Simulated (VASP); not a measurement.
Input of a VASP 6.6.1 run:

Contents of INCAR:

```
ALGO     = Normal         # electronic algorithm
EDIFF    = 1E-6           # SCF threshold, eV
ENCUT    = 500            # plane-wave cutoff, eV
GGA      = PS             # functional
GGA_COMPAT= False        
ISIF     = 2              # what is computed and relaxed
ISMEAR   = 0              # smearing method
LASPH    = True           # aspherical terms in the spheres
LCHARG   = False          # write CHGCAR
LREAL    = False          # projectors in reciprocal space
LWAVE    = False          # write WAVECAR
NBANDS   = 17             # bands
NELM     = 120            # most SCF steps
PREC     = Accurate       # precision mode
SIGMA    = 0.01           # smearing width, eV
```

KPOINTS

```
k-points
0
Gamma
  4 4 4
```

POSCAR

```
PbS
1.0
    0.0000000000      2.9544655914      2.9223668808
    2.9544655914      0.0000000000      2.9223668808
    2.9544655914      2.9544655914      0.0000000000
Pb S
1 1
Direct
    0.0000000000      0.0000000000      0.0000000000
    0.5000000000      0.5000000000      0.5000000000
```

Potentials or basis: VASP PAW PBE potentials, release 64 (Pb_d, S).

Command:

```bash
$ cat potpaw_PBE.64/Pb_d/POTCAR potpaw_PBE.64/S/POTCAR > POTCAR
$ mpirun -np 1 vasp_std > vasp.out
```

Task: Predict the pressure.

Result: 0.6 GPa.

Task: What does it give for the band gap on the k mesh?

Result: 0.17 eV, direct.

Stress tensor (GPa, compression positive):
```
-0.01  0.00  0.00
 0.00 -0.01  0.00
 0.00  0.00  1.67
```

Caveat: the k points lie up to 0.46 Å⁻¹ apart; the PAW data sets were made with another functional, which shifts forces and pressure a little; spin-orbit coupling is left out, which moves the levels of the heavy elements. A k mesh can miss the band edges.
